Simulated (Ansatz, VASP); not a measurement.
MoS2 in VASP and in Ansatz

Contents of INCAR:

```
SYSTEM = MoS2
  ALGO = Normal
  EDIFF = 1E-6
  ENCUT = 520
  GGA = PE
  GGA_COMPAT = .FALSE.
  ISIF = 2
  ISMEAR = -1
  LASPH = .TRUE.
  LCHARG = .FALSE.
  LMAXMIX = 4
  LORBIT = 11
  LORBMOM = .TRUE.
  LREAL = .FALSE.
  LSORBIT = .TRUE.
  LWAVE = .FALSE.
  MAGMOM = 0 0 0 0 0 0 0 0 0 0 0 0 0 0 0 0 0 0
  NBANDS = 68
  NELM = 150
  PREC = Accurate
  SIGMA = 0.02
```

The input KPOINTS:

```
k-points
0
G
  12 12 2
  0 0 0
```

POSCAR

```
MoS2
1.0
    3.1730295620      0.0000000000      0.0000000000
   -1.5865147810      2.7479242076      0.0000000000
    0.0000000000      0.0000000000     12.4357317875
Mo S
2 4
Direct
    0.6666666667      0.3333333333      0.2500015202
    0.3333333333      0.6666666667      0.7499984798
    0.3333333333      0.6666666667      0.3751025717
    0.6666666667      0.3333333333      0.8750994933
    0.3333333333      0.6666666667      0.1249005067
    0.6666666667      0.3333333333      0.6248974283
```

Input for Ansatz:

```yaml
crystal:
  lattice:
    - [3.173029562, 0.0, 0.0]
    - [-1.586514781, 2.7479242076, 0.0]
    - [0.0, 0.0, 12.4357317875]
  atoms:
    - { symbol: Mo, position: [0.6666666667, 0.3333333333, 0.2500015202] }
    - { symbol: Mo, position: [0.3333333333, 0.6666666667, 0.7499984798] }
    - { symbol: S, position: [0.3333333333, 0.6666666667, 0.3751025717] }
    - { symbol: S, position: [0.6666666667, 0.3333333333, 0.8750994933] }
    - { symbol: S, position: [0.3333333333, 0.6666666667, 0.1249005067] }
    - { symbol: S, position: [0.6666666667, 0.3333333333, 0.6248974283] }
kpoints:
  mp_grid: { grid: [12, 12, 2] }
  band_path:
    path:
      - [0.0, 0.0, 0.0]
      - [0.5, 0.0, 0.0]
      - [0.3333333333, 0.3333333333, 0.0]
      - [0.0, 0.0, 0.5]
      - [0.5, 0.0, 0.5]
      - [0.3333333333, 0.3333333333, 0.5]
      - [0.177083, 0.177083, 0.0]
    npoints: 1
hamiltonian:
  xc: pbe
scf:
  occupations: { method: fermi_dirac, width: 0.02 }
  n_extra_bands: 10
magnetization:
  noncollinear: true
  spin_orbit: true
output:
  forces: true
  stress: true
  eigenvalues: true
  write_density: true
  write_potential: true
  elf: true
  volumetric_format: npy
```

Alike in both runs: task single point; functional PBE; k mesh 12 × 12 × 2; occupations fermi-dirac, width 0.02 eV; non-collinear spin, spin-orbit coupling.

|  | VASP | Ansatz |
| --- | --- | --- |
| version | VASP 6.6.1 | Ansatz 0.2.0 |
| potentials or method | VASP PAW PBE potentials, release 64 (Mo_sv, S) | plane waves, PAW |
| plane-wave cutoff (eV) | 520 | 420 |
| valence electrons in the cell | 52 | 52 |

```tsv
	VASP	Ansatz	Ansatz less VASP
pressure (GPa)	2.3	2.4	+0.11
traceless stress, the component that is largest in VASP (GPa)	0.89	0.93	+0.041
rms of the force components (eV/Å)	0.047	0.053	+0.0056
```

Atom by atom the forces differ by 0.006 eV/Å (rms over components). Ansatz's warnings: structure snapped to symmetry.
